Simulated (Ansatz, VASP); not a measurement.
## One calculation of Sn3Te, two programs

INCAR

```
SYSTEM = Sn3Te
PREC = Accurate
ENCUT = 520
EDIFF = 1E-6
ISMEAR = -1
SIGMA = 0.05
LREAL = .False.
LASPH = .True.
NELM = 100
ALGO = Fast
ISIF = 2
LWAVE = .False.
LCHARG = .False.
GGA = CA
NBANDS = 32
```

KPOINTS

```
Automatic mesh
0
Gamma
  6 6 6
  0 0 0
```

Contents of POSCAR:

```
Sn3Te
1.0
    4.8656220000      0.0000000000      0.0000000000
    0.0000000000      4.8656220000      0.0000000000
    0.0000000000      0.0000000000      4.8656220000
Te Sn
1 3
Direct
    0.0000000000      0.0000000000      0.0000000000
    0.0000000000      0.5000000000      0.5000000000
    0.5000000000      0.0000000000      0.5000000000
    0.5000000000      0.5000000000      0.0000000000
```

Contents of input.yaml:

```yaml
crystal:
  lattice:
    - [4.865622, 0.0, 0.0]
    - [0.0, 4.865622, 0.0]
    - [0.0, 0.0, 4.865622]
  atoms:
    - { symbol: Te, position: [0.0, 0.0, 0.0] }
    - { symbol: Sn, position: [0.0, 0.5, 0.5] }
    - { symbol: Sn, position: [0.5, 0.0, 0.5] }
    - { symbol: Sn, position: [0.5, 0.5, 0.0] }
hamiltonian:
  xc: lda
  pseudopotentials: { kind: paw }
kpoints:
  mp_grid: { grid: [6, 6, 6] }
scf:
  occupations: { method: fermi_dirac, width: 0.05 }
output:
  forces: true
  stress: true
  eigenvalues: true
  write_density: true
  write_potential: true
  elf: true
  volumetric_format: npy
```

Alike in both runs: task single point; functional LDA; k mesh 6 × 6 × 6; occupations fermi-dirac, width 0.05 eV; no spin polarisation.

|  | VASP | Ansatz |
| --- | --- | --- |
| version | VASP 6.6.1 | Ansatz 0.2.0 |
| potentials or method | VASP PAW LDA potentials, release 64 (Te, Sn_d) | Ansatz PAW |
| plane-wave cutoff (eV) | 520 | 420 |
| valence electrons in the cell | 48 | 58 |

```tsv
	VASP	Ansatz	Ansatz less VASP
gap on the k mesh at the Fermi level (eV)	none	none	-
pressure (GPa)	-3.4	-3.5	-0.07
```

LDA's correlation is that of Perdew and Zunger in VASP and of Perdew and Wang (1992) in Ansatz. A gap of «none» marks a metal or a gap that the smearing closes. VASP's potentials hold 48 valence electrons a cell and Ansatz's 58, so a difference there can come from the potentials and not from the codes.

Spin-orbit coupling is off throughout.
